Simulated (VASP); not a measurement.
Crystal: PbI2.

```
Pb I
1.0
     4.56408    0.00000    0.00000
    -2.28204    3.95261    0.00000
     0.00000    0.00000    7.04751
Pb I
1 2
Direct
  0.00000 0.00000 0.00000
  0.33333 0.66667 0.26671
  0.66667 0.33333 0.73329
```

Base run:

| Item | Value |
| --- | --- |
| Program | VASP 6.6.1 |
| Functional | PBEsol |
| Dispersion | D4 |
| Potentials or basis | VASP PAW PBE potentials, release 64 (Pb_d, I) |
| Cutoff | 500 eV |
| k mesh | 6 × 6 × 4 |
| Occupations | gaussian, width 0.01 eV |
| Spin | no spin polarisation |

Its results: band gap on the k mesh 2.13 eV; pressure -1.2 GPa; largest force 0.103 eV/Å.

The run is repeated on the same cell with these changes: dispersion from D4 to D3(BJ). What comes out?

Band gap on the k mesh 2.13 eV; pressure -1.6 GPa; largest force 0.101 eV/Å.

Caveats: the PAW data sets were made with another functional, which shifts forces and pressure a little; spin-orbit coupling is left out, which moves the levels of the heavy elements.

A k mesh can miss the band edges.
